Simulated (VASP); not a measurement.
Runs of VASP 6.6.1 on Ir. The structure is that of space group P6/mmm (No. 191), or close to it. The cells are those of the table. 

```csv
task,potentials or basis,cell,k mesh,cutoff (eV),second run,gap on the mesh (eV),pressure (GPa),relaxed volume (Å³/atom)
relaxation of cell and atoms,"VASP PAW PBE potentials, release 64 (Ir_sv_GW)","relaxed from a = 4.238, b = 4.238, c = 2.637 Å, angles 90.0, 90.0, 120.0°, 3 atoms",6 × 6 × 8,500,valence_matched,none,0.2,(a)
single point,"VASP PAW PBE potentials, release 64 (Ir)","a = 4.334, b = 4.334, c = 2.671 Å, angles 90.0, 90.0, 120.0°, 3 atoms",6 × 6 × 8,520,-,none,0.6,-
single point,"VASP PAW PBE potentials, release 64 (Ir)","a = 4.336, b = 4.336, c = 2.668 Å, angles 90.0, 90.0, 120.0°, 3 atoms",12 × 12 × 16,520,-,none,0.8,-
relaxation of cell and atoms,"VASP PAW PBE potentials, release 64 (Ir)","relaxed from a = 4.238, b = 4.238, c = 2.637 Å, angles 90.0, 90.0, 120.0°, 3 atoms",6 × 6 × 8,600,-,none,0.2,(b)
single point,"VASP PAW PBE potentials, release 64 (Ir)","a = 4.238, b = 4.238, c = 2.637 Å, angles 90.0, 90.0, 120.0°, 3 atoms",6 × 6 × 6,520,-,none,25.5,-
```

Alike in all rows: level PBEsol; no spin polarisation; smearing gaussian 0.1 eV.

Fill in the values left out.

(a) 14.33; (b) 14.50.

Caveats: some runs use coarse meshes; the PAW data sets were made with another functional, which shifts forces and pressure a little; spin-orbit coupling is left out, which moves the levels of the heavy elements.

A k mesh can miss the band edges, and the runs leave out spin-orbit coupling on Ir.

A gap of «none» marks levels without a gap at the run's occupations.

The runs don't all hold the same shells in valence.
